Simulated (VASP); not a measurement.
A run of VASP 6.6.1 is set up as follows.

INCAR

```
PREC = Accurate
ENCUT = 500
EDIFF = 1E-6
ISMEAR = -1
SIGMA = 0.02
LREAL = F
LASPH = T
NELM = 120
ALGO = Normal
ISIF = 2
LWAVE = F
LCHARG = F
GGA = PE
NBANDS = 15
GGA_COMPAT = F
```

Contents of KPOINTS:

```
regular mesh
0
Gamma
  6 6 6
```

POSCAR

```
KI
1.0
    0.0000000000      3.5936763733      3.5936763733
    3.5936763733      0.0000000000      3.5936763733
    3.5936763733      3.5936763733      0.0000000000
K I
1 1
Direct
    0.0000000000      0.0000000000      0.0000000000
    0.5000000000      0.5000000000      0.5000000000
```

Potentials or basis: VASP PAW PBE potentials, release 64 (K_sv, I).

Command:

```bash
$ cat potpaw_PBE.64/K_sv/POTCAR potpaw_PBE.64/I/POTCAR > POTCAR
$ mpirun -np 1 vasp_std > vasp.out
```

(1) Predict the pressure.

(2) Estimate the band gap on the k mesh.

## Answers

(1) 0.0 GPa.

(2) 3.85 eV.

Caveat: spin-orbit coupling is left out, which moves the levels of the heavy elements.
